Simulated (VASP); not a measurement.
# S (Fm-3m) in VASP: notebook

The runs below take S through single point, with PBEsol.

Everything below comes from runs of VASP 6.6.1. Logs are shortened: lines on timing, memory, paths and dates and some standing lists are left out, and cuts for length are marked.

## (1) The cell of the first run

It takes space group Fm-3m (No. 225, cubic). Conventional cell: a = 3.703 Å, b = 3.703 Å, c = 3.703 Å, α = 90.00°, β = 90.00°, γ = 90.00°. Within 3.5 Å of S (site symmetry m-3m) lie 12 S at 2.62 Å.

## (2) Single point, PBEsol (volume scaled by 0.85)

Contents of INCAR:

```
SYSTEM = S
ALGO = Normal
EDIFF = 1E-6
ENCUT = 520
GGA = PS
ISIF = 2
ISMEAR = -1
LASPH = .True.
LCHARG = .False.
LREAL = .False.
LWAVE = .False.
NBANDS = 9
NELM = 80
PREC = Accurate
SIGMA = 0.08
```

Contents of KPOINTS:

```
k-points
0
Gamma
  18 18 18
  0 0 0
```

Contents of POSCAR:

```
S
1.0
    0.0000000000      1.8514683206      1.8514683206
    1.8514683206      0.0000000000      1.8514683206
    1.8514683206      1.8514683206      0.0000000000
S
1
Direct
    0.0000000000      0.0000000000      0.0000000000
```

Potentials or basis: VASP PAW PBE potentials, release 64 (S).

Run with:

```bash
cat potpaw_PBE.64/S/POTCAR > POTCAR
mpirun -np 1 vasp_std > vasp.out
```

OUTCAR:

```text
SYSTEM = S
   EDIFF = 1E-6
   ENCUT = 520
   GGA = PS
   ISIF = 2
   ISMEAR = -1
   LASPH = .True.
   LREAL = .False.
   NELM = 80
   PREC = Accurate

 ion  position               nearest neighbor table
   1  0.000  0.000  0.000-

  LATTYP: Found a face centered cubic cell.
 ALAT       =     3.7029366412

  Lattice vectors:

 A1 = (   0.0000000000,   1.8514683206,   1.8514683206)
 A2 = (   1.8514683206,   0.0000000000,   1.8514683206)
 A3 = (   1.8514683206,   1.8514683206,   0.0000000000)

Analysis of symmetry for initial positions (statically):
=====================================================================
 Subroutine PRICEL returns:
 Original cell was already a primitive cell.

 Routine SETGRP: Setting up the symmetry group for a
 face centered cubic supercell.

 Subroutine GETGRP returns: Found 48 space group operations
[... 9 lines left out ...]

 Routine SETGRP: Setting up the symmetry group for a
 face centered cubic supercell.

 Subroutine GETGRP returns: Found 48 space group operations
[... 11 lines left out ...]
                                     Primitive cell

  volume of cell :      12.6934

  direct lattice vectors                    reciprocal lattice vectors
     0.000000000  1.851468321  1.851468321    -0.270055930  0.270055930  0.270055930
     1.851468321  0.000000000  1.851468321     0.270055930 -0.270055930  0.270055930
     1.851468321  1.851468321  0.000000000     0.270055930  0.270055930 -0.270055930

  length of vectors
     2.618371609  2.618371609  2.618371609     0.467750592  0.467750592  0.467750592

  position of ions in fractional coordinates (direct lattice)
     0.000000000  0.000000000  0.000000000

  ion indices of the primitive-cell ions
   primitive index   ion index
                 1           1

----------------------------------------------------------------------------------------

 KPOINTS: k-points

Automatic generation of k-mesh.
 Grid dimensions read from file:
 generate k-points for:   18   18   18

 Generating k-lattice:

  Cartesian coordinates                     Fractional coordinates (reciprocal lattice)
    -0.015003107  0.015003107  0.015003107     0.055555556  0.000000000  0.000000000
     0.015003107 -0.015003107  0.015003107     0.000000000  0.055555556  0.000000000
     0.015003107  0.015003107 -0.015003107     0.000000000  0.000000000  0.055555556

  Length of vectors
[... 48 lines left out ...]
   ICHARG =      2    charge: 1-file 2-atom 10-const
   ISPIN  =      1    spin polarized calculation?
   LNONCOLLINEAR =      F non collinear calculations
   LSORBIT =      F    spin-orbit coupling
   LASPH  =      T    aspherical Exc in radial PAW
   ENCUT  =  520.0 eV  38.22 Ry    6.18 a.u.   4.87  4.87  4.87*2*pi/ulx,y,z
   NELM   =     80;   NELMIN=  2; NELMDL= -5     # of ELM steps
   EDIFF  = 0.1E-05   stopping-criterion for ELM
   LREAL  =      F    real-space projection
   EDIFFG = 0.1E-04   stopping-criterion for IOM
   NSW    =      0    number of steps for IOM
   IBRION =     -1    ionic relax: 0-MD 1-quasi-New 2-CG
   NFREE  =      0    steps in history (QN), initial steepest desc. (CG)
   ISIF   =      2    stress and relaxation
   ISYM   =      2    0-nonsym 1-usesym 2-fastsym
   POTIM  = 0.5000    time-step for ionic-motion
   TEBEG  =    0.0;   TEEND  =   0.0 temperature during run
   PSTRESS=    0.0 pullay stress
   NELECT =       6.0000    total number of electrons
   NUPDOWN=      -1.0000    fix difference up-down
   EMIN   =  10.00;   EMAX   =-10.00  energy-range for DOS
   EFERMI =   0.00;   METHOD = LEGACY
   ISMEAR =    -1;   SIGMA  =   0.08  broadening in eV -4-tet -1-fermi 0-gaus
   EFERMI_NEDOS =   21; number of points for ismear=-14 and -15
   IALGO  =     38    algorithm
   IMIX   =      4    mixing-type and parameters
     AMIX     =   0.40;   BMIX     =  1.00
     AMIX_MAG =   1.60;   BMIX_MAG =  1.00
  volume/ion in A,a.u.               =      12.69        85.66
  Fermi-wavevector in a.u.,A,eV,Ry     =   1.275261  2.409893 22.127015  1.626290
  Thomas-Fermi vector in A             =   2.407983
   LORBIT       =      0    0 simple, 1 ext, 2 COOP (PROOUT), +10 PAW based schemes
   GGA     = PS    functional components
   LHFCALC =     F    Hartree Fock is set to
   AEXX    =    0.0000 exact exchange contribution
   IVDW    =     0    specifies the selected vdW correction
   LEPSILON=     F    determine dielectric tensor
   LRPA    =     F    only Hartree local field effects (RPA)
 non-spin polarized calculation
  energy-cutoff  :      520.00
  volume of cell :       12.69
 maximum number of plane-waves:       350
   NGX =  9   NGY =  9   NGZ =  9

 number of electron       5.9999999 magnetization

 Free energy of the ion-electron system (eV)
  ---------------------------------------------------
  ext. energy  EPLUGINS =         0.00000000
  ---------------------------------------------------
  free energy    TOTEN  =        -3.20850477 eV

  energy without entropy =       -3.19433055  energy(sigma->0) =       -3.20141766

 E-fermi :  10.9359     XC(G=0): -12.3594

 val. band max:       10.9309473181   @ k =  -0.3333   0.2778   0.1111
 cond. band min:      10.9484472084   @ k =   0.3333   0.2778   0.0556
 fundamental gap:      0.0174998903
 Fermi energy:        10.9359061970

 k-point     1 :       0.0000    0.0000    0.0000
  band No.  band energies     occupation
      1      -8.3156      2.00000
      2      15.5176      0.00000
      3      15.5176      0.00000
      4      15.5176      0.00000
      5      23.1221      0.00000
      6      23.1221      0.00000
      7      23.1221      0.00000
      8      29.0576      0.00000
      9      29.6464      0.00000
[... 265 lines left out ...]
 k-point    24 :      -0.2222    0.0556    0.0000
  band No.  band energies     occupation
      1      -6.5553      2.00000
      2       8.7070      2.00000
      3      13.4661      0.00000
      4      14.8169      0.00000
      5      22.2982      0.00000
      6      23.8447      0.00000
      7      24.2056      0.00000
      8      27.6802      0.00000
      9      28.9571      0.00000

 [... further k-points ...]
[... 5 lines left out ...]
  --------------------------------------------------------------------------------------
  -------------------------------------------------------------------------------------
  Total        1.7257542      1.7257542      1.7257542     -0.0000000      0.0000000     -0.0000000
  in kB      217.8264785    217.8264785    217.8264785     -0.0000000      0.0000000     -0.0000000
  external PRESSURE =     217.8264785 kB  Pullay stress =       0.0000000 kB

 VOLUME and BASIS-vectors are now :
 -----------------------------------------------------------------------------
  energy-cutoff  :      520.00
  volume of cell :       12.69
      direct lattice vectors                 reciprocal lattice vectors
     0.000000000  1.851468321  1.851468321    -0.270055930  0.270055930  0.270055930
     1.851468321  0.000000000  1.851468321     0.270055930 -0.270055930  0.270055930
     1.851468321  1.851468321  0.000000000     0.270055930  0.270055930 -0.270055930

 POSITION                                       TOTAL-FORCE (eV/Angst)
 -----------------------------------------------------------------------------------
      0.00000      0.00000      0.00000         0.000000      0.000000      0.000000
 -----------------------------------------------------------------------------------
    total drift:                               -0.000000      0.000000      0.000000

  FREE ENERGIE OF THE ION-ELECTRON SYSTEM (eV)
  ---------------------------------------------------
  free  energy   TOTEN  =        -3.2085047696 eV

  energy  without entropy=       -3.1943305529  energy(sigma->0) =       -3.20141766
```

Run time: 14 s. Hardware: 1 thread of AMD EPYC 7R13 (Zen 3), shared host; peak memory 0.1 GiB.

What came out:

```yaml
Free_energy: -3.2085 eV
Pressure: 21.8 GPa
Band_gap_on_the_k_mesh: zero (band 3 reaches 15.52 eV, above the bottom of band 4 at 7.25 eV)
```

Caveat: the cell differs from its parent crystal (volume scaled by 0.85); the PAW data sets were made with another functional, which shifts forces and pressure a little.

## (3) Single point, PBEsol (volume scaled by 0.95)

Contents of INCAR:

```
PREC     = Accurate       # precision mode
ENCUT    = 520            # plane-wave cutoff, eV
EDIFF    = 1E-6           # SCF threshold, eV
ISMEAR   = -1             # smearing method
SIGMA    = 0.08           # smearing width, eV
LREAL    = F              # projectors in reciprocal space
LASPH    = T              # aspherical terms in the spheres
NELM     = 80             # most SCF steps
ALGO     = Normal         # electronic algorithm
ISIF     = 2              # what is computed and relaxed
LWAVE    = F              # write WAVECAR
LCHARG   = F              # write CHGCAR
GGA      = PS             # functional
NBANDS   = 9              # bands
```

Contents of KPOINTS:

```
Automatic mesh
0
Gamma
  18 18 18
```

Contents of POSCAR:

```
S
1.0
    0.0000000000      1.9214002609      1.9214002609
    1.9214002609      0.0000000000      1.9214002609
    1.9214002609      1.9214002609      0.0000000000
S
1
Direct
    0.0000000000      0.0000000000      0.0000000000
```

Potentials or basis: VASP PAW PBE potentials, release 64 (S).

Run with:

```bash
cat potpaw_PBE.64/S/POTCAR > POTCAR
mpirun -np 1 vasp_std > vasp.out
```

Run time: 15 s. Hardware: 1 thread of AMD EPYC 7R13 (Zen 3), shared host; peak memory 0.1 GiB.

It converged, with:

| Item | Value |
| --- | --- |
| Free energy | -3.3300 eV |
| Pressure | 5.5 GPa |
| Band gap on the k mesh | zero (band 3 reaches 12.93 eV, above the bottom of band 4 at 6.02 eV) |

Levels at points of the mesh, in eV from the Fermi level:
```csv
k point,band 1,band 2,band 3,band 4,band 5,band 6,band 7
"(0.00, 0.00, 0.00)",-17.92,3.83,3.83,3.83,12.14,12.14,12.14
"(0.50, 0.00, 0.00)",-13.04,-8.51,2.30,2.30,9.80,11.27,11.27
"(0.50, 0.50, 0.00)",-11.01,-7.36,-0.94,-0.94,4.99,5.30,23.02
```

Caveat: the cell differs from its parent crystal (volume scaled by 0.95); the PAW data sets were made with another functional, which shifts forces and pressure a little.

## (4) Single point, PBEsol

This run uses another cell than the first one, of 14.93 Å³/atom, 1.176 times its volume.

Contents of INCAR:

```
ALGO     = Normal         # electronic algorithm
EDIFF    = 1E-6           # SCF threshold, eV
ENCUT    = 520            # plane-wave cutoff, eV
GGA      = PS             # functional
ISIF     = 2              # what is computed and relaxed
ISMEAR   = -1             # smearing method
LASPH    = True           # aspherical terms in the spheres
LCHARG   = False          # write CHGCAR
LREAL    = False          # projectors in reciprocal space
LWAVE    = False          # write WAVECAR
NBANDS   = 9              # bands
NELM     = 100            # most SCF steps
PREC     = Accurate       # precision mode
SIGMA    = 0.08           # smearing width, eV
```

Contents of KPOINTS:

```
k-points
0
Gamma
  18 18 18
```

Contents of POSCAR:

```
S
1.0
    0.0000000000      1.9545343630      1.9545343630
    1.9545343630      0.0000000000      1.9545343630
    1.9545343630      1.9545343630      0.0000000000
S
1
Direct
    0.0000000000      0.0000000000      0.0000000000
```

Run with:

```bash
cat potpaw_PBE.64/S/POTCAR > POTCAR
mpirun -np 1 vasp_std > vasp.out
```

It took 27 s on 1 thread of AMD EPYC 7R13 (Zen 3), shared host; peak memory 0.11 GiB.

The run converged. Its results:

* Free energy: -3.3428 eV
* Pressure: 0.0 GPa
* Band gap on the k mesh: zero (band 3 reaches 11.82 eV, above the bottom of band 4 at 5.47 eV)

Levels at points of the mesh, in eV from the Fermi level:
```csv
k point,band 1,band 2,band 3,band 4,band 5,band 6,band 7
"(0.00, 0.00, 0.00)",-17.36,3.53,3.53,3.53,12.12,12.12,12.12
"(0.50, 0.00, 0.00)",-12.83,-8.02,2.10,2.10,9.59,11.28,11.28
"(0.50, 0.50, 0.00)",-10.98,-6.94,-0.90,-0.90,5.11,5.54,22.51
```

Caveat: the PAW data sets were made with another functional, which shifts forces and pressure a little.

## (5) Summary

```tsv
cell	gap on the mesh (eV)	pressure (GPa)
a = 2.618 Å, angles 60.0°, 1 atom	none	21.8
a = 2.717 Å, angles 60.0°, 1 atom	none	5.5
a = 2.764 Å, angles 60.0°, 1 atom	none	0.0
```

Alike in all rows: task single point; level PBEsol; potentials or basis VASP PAW PBE potentials, release 64 (S); no spin polarisation; k mesh 18 × 18 × 18; cutoff (eV) 520; smearing fermi-dirac 0.08 eV.

Caveats: the PAW data sets were made with another functional, which shifts forces and pressure a little.

Total energies depend on the potentials used, so only differences within one code and one set of settings carry meaning.
